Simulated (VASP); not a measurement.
Input of a VASP 6.6.1 run:

INCAR

```
PREC = Accurate
ENCUT = 520
EDIFF = 1E-7
ISMEAR = 0
SIGMA = 0.1
LREAL = False
LASPH = True
NELM = 80
ALGO = Fast
ISIF = 2
LWAVE = False
LCHARG = False
GGA = PE
NBANDS = 38
```

The input KPOINTS:

```
regular mesh
0
Gamma
  12 12 8
```

File POSCAR:

```
Sc5Al
1.0
    5.5310530721      0.0000000000      0.0000000000
   -2.7655265361      4.7900324701      0.0000000000
    0.0000000000      0.0000000000      5.0202924692
Sc Al
5 1
Direct
    0.0000000000      0.6852243895      0.0000000000
    0.6852243895      0.0000000000      0.0000000000
    0.3147756105      0.3147756105      0.0000000000
    0.3333333333      0.6666666667      0.5000000000
    0.6666666667      0.3333333333      0.5000000000
    0.0000000000      0.0000000000      0.5000000000
```

Potentials or basis: VASP PAW PBE potentials, release 64 (Sc_sv, Al).

Launch:

```bash
$ cat potpaw_PBE.64/Sc_sv/POTCAR potpaw_PBE.64/Al/POTCAR > POTCAR
$ mpirun -np 1 vasp_std > vasp.out
```

Predict the largest force.

0.009 eV/Å.

What does it give for the pressure?

1.9 GPa.

Forces in eV/Å, atoms in the order of the input:
```
Sc   0.005 -0.008  0.000
Sc  -0.009  0.000  0.000
Sc   0.005  0.008  0.000
Sc   0.000  0.000  0.000
Sc   0.000  0.000  0.000
Al   0.000  0.000  0.000
```
